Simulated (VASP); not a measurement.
A run of VASP 6.6.1 is set up as follows.

Contents of INCAR:

```
  PREC = Accurate
  ENCUT = 520
  EDIFF = 1E-8
  ISMEAR = -1
  SIGMA = 0.08
  LREAL = False
  LASPH = True
  NELM = 60
  ALGO = Normal
  ISIF = 2
  LWAVE = False
  LCHARG = False
  GGA = PE
  LEFG = True
  NBANDS = 16
```

KPOINTS

```
regular mesh
0
Gamma
  12 12 12
```

The input POSCAR:

```
HgTe
1.0
    0.0000000000      2.9408482460      2.9408482460
    2.9408482460      0.0000000000      2.9408482460
    2.9408482460      2.9408482460      0.0000000000
Hg Te
1 1
Direct
    0.0000000000      0.0000000000      0.0000000000
    0.5000000000      0.5000000000      0.5000000000
```

Potentials or basis: VASP PAW PBE potentials, release 64 (Hg, Te).

Launch:

```sh
$ cat potpaw_PBE.64/Hg/POTCAR potpaw_PBE.64/Te/POTCAR > POTCAR
$ mpirun -np 1 vasp_std > vasp.out
```

Question: Estimate the band gap on the k mesh.

Answer: Zero (band 9 reaches 6.09 eV, above the bottom of band 10 at 2.97 eV).

Question: Estimate the pressure.

Answer: 8.8 GPa.

Caveat: without QUAD_EFG the Cq values of the log hold for a quadrupole moment of 1 mb, not for the nuclei; spin-orbit coupling is left out, which moves the levels of the heavy elements.
